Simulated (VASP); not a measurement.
Here is a VASP 6.6.1 calculation.

File INCAR:

```
PREC = Accurate
ENCUT = 520
EDIFF = 1E-7
ISMEAR = 0
SIGMA = 0.05
LREAL = Auto
LASPH = T
NELM = 150
ALGO = Normal
ISIF = 2
LWAVE = F
LCHARG = F
ISPIN = 2
MAGMOM = 0.4 0 0 0 0 0 0 0 0.2 0.01 0.01 0.01 0.05 0.05 0.05 0
LORBIT = 11
LMAXMIX = 4
LDAU = T
LDAUTYPE = 2
LDAUL = 2 -1 -1
LDAUU = 2 0 0
LDAUJ = 0 0 0
LDAUPRINT = 1
GGA = PS
NBANDS = 88
```

File KPOINTS:

```
regular mesh
0
Gamma
  3 3 3
```

POSCAR

```
Ga7PdN8
1.0
    6.3800000000      0.0000000000      0.0000000000
   -3.1900000000      5.5252421000      0.0000000000
    0.0000000000      0.0000000000      5.1890000000
Pd Ga N
1 7 8
Direct
    0.3333333333      0.1666666667      0.9970661367
    0.3367868153      0.6683934076      0.0013916944
    0.8316065924      0.1632131847      0.0013916944
    0.8316065924      0.6683934076      0.0013916944
    0.1645381660      0.3354618340      0.4974567470
    0.1645381660      0.8290763319      0.4974567470
    0.6709236681      0.3354618340      0.4974567470
    0.6666666667      0.8333333333      0.4986304684
    0.3333333333      0.1666666667      0.4037776122
    0.3349280613      0.6674640307      0.3738691721
    0.8325359693      0.1650719387      0.3738691721
    0.8325359693      0.6674640307      0.3738691721
    0.1551430545      0.3448569455      0.8695298536
    0.1551430545      0.8102861089      0.8695298536
    0.6897138911      0.3448569455      0.8695298536
    0.6666666667      0.8333333333      0.8737833818
```

Potentials or basis: VASP PAW PBE potentials, release 64 (Pd, Ga_d, N).

The run is started by

```sh
$ cat potpaw_PBE.64/Pd/POTCAR potpaw_PBE.64/Ga_d/POTCAR potpaw_PBE.64/N/POTCAR > POTCAR
$ mpirun -np 1 vasp_std > vasp.out
```

Problem. What does it give for the net moment?

Solution. 0.00 μB per cell.

Problem. Estimate the largest force.

Solution. 0.925 eV/Å.

Forces on the atoms (eV/Å):
```
Pd   0.000  0.000 -0.925
Ga  -0.029 -0.017  0.030
Ga   0.000  0.033  0.030
Ga   0.029 -0.017  0.030
Ga  -0.124  0.072  0.042
Ga   0.000 -0.143  0.042
Ga   0.124  0.072  0.042
Ga   0.000  0.000  0.000
N    0.000  0.000 -0.082
N    0.042  0.024  0.003
N    0.000 -0.048  0.003
N   -0.042  0.024  0.003
N   -0.009  0.005  0.263
N    0.000 -0.010  0.263
N    0.009  0.005  0.263
N    0.000  0.000 -0.008
```

Caveat: the k points lie up to 0.40 Å⁻¹ apart; the PAW data sets were made with another functional, which shifts forces and pressure a little.
